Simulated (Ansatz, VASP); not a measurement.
Two plane-wave programs on Pb

```
Pb
1.0
     0.00000    2.49464    2.49464
     2.49464    0.00000    2.49464
     2.49464    2.49464    0.00000
Pb
1
Direct
  0.00000 0.00000 0.00000
```

Alike in both runs: task single point; functional r2SCAN; k mesh 11 × 11 × 11; occupations fermi-dirac, width 0.1 eV; no spin polarisation.

|  | VASP | Ansatz |
| --- | --- | --- |
| version | VASP 6.6.1 | Ansatz 0.2.0 |
| potentials or method | VASP PAW PBE potentials, release 64 (Pb_d), cutoff 520 eV | plane waves (600 eV) with PAW, scalar-relativistic |
| valence electrons in the cell | 14 | 14 |

```tsv
	VASP	Ansatz	Ansatz less VASP
pressure (GPa)	0.0	0.0	0.00
```

VASP's potentials were made for PBE, not for r2SCAN.

Neither program's run includes spin-orbit coupling.
